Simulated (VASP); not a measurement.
## Lu: single point with r2SCAN

Lu:

```xyz
2
Lattice="3.5048 0.0000 0.0000 -1.7524 3.0353 0.0000 0.0000 0.0000 5.4697" Properties=species:S:1:pos:R:3 pbc="T T T"
Lu    0.0000    2.0235    1.3674
Lu    1.7524    1.0118    4.1023
```

```yaml
Program: VASP 6.6.1
Task: single point
Functional: r2SCAN
Potentials_or_basis: VASP PAW PBE potentials, release 64 (Lu)
Cutoff: 520 eV
k_mesh: 5 × 5 × 3
Occupations: fermi-dirac, width 0.1 eV
Spin: no spin polarisation
```

The pressure is 0.7 GPa and the band gap on the k mesh is zero (band 25 reaches 2.96 eV, above the bottom of band 26 at 1.59 eV).

Stress tensor (GPa, compression positive):
```
0.79 0.00 0.00
0.00 0.79 0.00
0.00 0.00 0.64
```

Levels at points of the mesh, in eV from the Fermi level:
```
           k point  band 22  band 23  band 24  band 25  band 26  band 27  band 28  band 29
(0.00, 0.00, 0.00)    -5.01    -5.00    -2.38     0.56     2.47     2.47     2.95     3.27
```

It took 40 s on 1 thread of Intel(R) Xeon(R) 6975P-C (Granite Rapids) (shared host), peak memory 0.19 GiB.

Caveat: the k points lie up to 0.41 Å⁻¹ apart; the PAW data sets were made with another functional, which shifts forces and pressure a little; spin-orbit coupling is left out, which moves the levels of the heavy elements.
